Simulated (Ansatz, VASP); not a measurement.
## SnSe in VASP and in Ansatz

```
CELL_PARAMETERS angstrom
0.06020 3.04010 3.04010
3.04010 0.06020 3.04010
3.04010 3.04010 0.06020
ATOMIC_POSITIONS crystal
Sn 0.00000 0.00000 0.00000
Se 0.50000 0.50000 0.50000
```

Change from the starting cell: equal xy, yz and zx shear strains of +2 %.

Alike in both runs: task single point; functional PBEsol; k mesh 7 × 7 × 7; occupations fermi-dirac, width 0.01 eV; no spin polarisation.

|  | VASP | Ansatz |
| --- | --- | --- |
| version | VASP 6.6.1 | Ansatz 0.2.0 |
| potentials or method | VASP PAW PBE potentials, release 64 (Sn_d, Se), cutoff 520 eV | all-electron LAPW, scalar-relativistic |

|  | VASP | Ansatz | Ansatz less VASP |
| --- | --- | --- | --- |
| gap on the k mesh at the Fermi level (eV) | 0.54 | 0.54 | +0.002 |
| pressure (GPa) | -1.9 | -1.9 | -0.01 |
| traceless stress, the component that is largest in VASP (GPa) | -0.39 | -0.39 | 0.000 |

VASP's potentials were made for PBE, not for PBEsol. Ansatz ran all-electron here, and VASP with PAW potentials.
